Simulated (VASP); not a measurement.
A run of VASP 6.6.1 is set up as follows.

Contents of INCAR:

```
PREC = Accurate
ENCUT = 600
EDIFF = 1E-6
ISMEAR = 0
SIGMA = 0.02
LREAL = F
LASPH = T
NELM = 100
ALGO = Normal
ISIF = 3
LWAVE = F
LCHARG = F
GGA = PE
IBRION = 2
NSW = 100
EDIFFG = -0.01
```

KPOINTS

```
Automatic mesh
0
Gamma
  9 9 4
```

Contents of POSCAR:

```
SnO
1.0
    3.3669373682      0.0000000000      0.0000000000
   -1.6834686841      2.9158532938      0.0000000000
    0.0000000000      0.0000000000      8.8597317093
Sn O
2 2
Direct
    0.3333333333      0.6666666667      0.3777426838
    0.6666666667      0.3333333333      0.8777426838
    0.3333333333      0.6666666667      0.9953922462
    0.6666666667      0.3333333333      0.4953922462
```

Potentials or basis: VASP PAW PBE potentials, release 64 (Sn_d, O).

The run is started by

```console
$ cat potpaw_PBE.64/Sn_d/POTCAR potpaw_PBE.64/O/POTCAR > POTCAR
$ mpirun -np 1 vasp_std > vasp.out
```

Task: Estimate the band gap on the k mesh.

Result: 1.44 eV, indirect (least direct gap 1.77 eV).

Task: Predict the space group after relaxing (to 0.05 Å).

Result: P6_3mc (No. 186).

Forces in eV/Å, atoms in the order of the input:
```
Sn   0.000  0.000 -0.003
Sn   0.000  0.000 -0.003
O    0.000  0.000  0.003
O    0.000  0.000  0.003
```

Caveat: spin-orbit coupling is left out, which moves the levels of the heavy elements. A k mesh can miss the band edges.
